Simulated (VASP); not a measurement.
A run of VASP 6.6.1 is set up as follows.

File INCAR:

```
SYSTEM = TiC
ALGO = Normal
EDIFF = 1E-6
ENCUT = 600
GGA = CA
GGA_COMPAT = .FALSE.
ISIF = 2
ISMEAR = 1
LASPH = .TRUE.
LCHARG = .FALSE.
LREAL = .FALSE.
LWAVE = .FALSE.
NBANDS = 15
NELM = 120
PREC = Accurate
SIGMA = 0.1
```

File KPOINTS:

```
k-points
0
G
  8 8 8
  0 0 0
```

Contents of POSCAR:

```
TiC
1.0
    0.0674771617      2.1551161202      2.1020947848
    2.2902501431     -0.0188884140      2.1884503772
    2.1971558195      2.1483773890      0.0742059096
Ti C
1 1
Direct
    0.0063600000      0.0006500000      0.9976700000
    0.5135800000      0.5002000000      0.4982600000
```

Potentials or basis: VASP PAW LDA potentials, release 64 (Ti_sv, C).

The run is started by

```console
$ cat potpaw_LDA.64/Ti_sv/POTCAR potpaw_LDA.64/C/POTCAR > POTCAR
$ mpirun -np 1 vasp_std > vasp.out
```

**Question.** Predict the band gap on the k mesh.

**Answer.** Zero (band 8 reaches 10.39 eV, above the bottom of band 9 at 8.96 eV).

**Question.** What does it give for the pressure?

**Answer.** -8.7 GPa.

**Question.** Estimate the largest force.

**Answer.** 0.232 eV/Å.

Stress tensor (GPa, compression positive):
```
-17.08   2.26 -13.10
  2.26  -9.94   1.10
-13.10   1.10   0.85
```
